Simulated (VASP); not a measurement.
Wanted: the native input for a VASP 6.6.1 run.

| Quantity | Value |
| --- | --- |
| Task | single point |
| Functional | PBEsol |
| Potentials or basis | VASP PAW PBE potentials, release 64 (Al) |
| Cutoff | 520 eV |
| k mesh | 14 × 14 × 14 |
| Occupations | gaussian, width 0.15 eV |
| Spin | no spin polarisation |
| Dipole correction | no |
| Further INCAR settings | ALGO = Fast; EDIFF = 1e-06; NBANDS = 22 |

The structure of Al lies in POSCAR:

```
Al
1.0
   -3.2128780077     -3.2128780077      3.2128780077
    3.2128780077     -3.2128780077     -3.2128780077
    3.2128780077      3.2128780077      3.2128780077
Al
8
Direct
    0.5096692178      0.5000000000     -0.0563563312
    0.0000000000      0.5000000000      0.0000000000
    0.5000000000      0.0000000000      0.0000000000
    0.0000000000      0.0000000000      0.0000000000
    0.5000000000      0.5000000000      0.5000000000
    0.0000000000      0.5000000000      0.5000000000
    0.5000000000      0.0000000000      0.5000000000
    0.0000000000      0.0000000000      0.5000000000
```

This cell differs from its parent crystal: atom 1 (Al) moved by (-0.300, -0.150) A along [1 1 0] and z.

One way to write it, as run:

INCAR

```
  PREC = Accurate
  ENCUT = 520
  EDIFF = 1E-6
  ISMEAR = 0
  SIGMA = 0.15
  LREAL = False
  LASPH = True
  NELM = 80
  ALGO = Fast
  ISIF = 2
  LWAVE = False
  LCHARG = False
  GGA = PS
  NBANDS = 22
```

KPOINTS

```
regular mesh
0
Gamma
  14 14 14
```

Potentials or basis: VASP PAW PBE potentials, release 64 (Al).

Launch:

```sh
$ cat potpaw_PBE.64/Al/POTCAR > POTCAR
$ mpirun -np 1 vasp_std > vasp.out
```

It gave:

The pressure is 1.0 GPa. The largest force is 1.752 eV/Å and the band gap on the k mesh is zero (bands 12 and 13 overlap by 4.93 eV).

Caveat: the cell differs from its parent crystal (atom 1 (Al) moved by (-0.300, -0.150) A along [1 1 0] and z); the PAW data sets were made with another functional, which shifts forces and pressure a little.

It took 50 min on 1 thread of Oxide Virtual Turin-like Processor (shared host), peak memory 1.3 GiB.
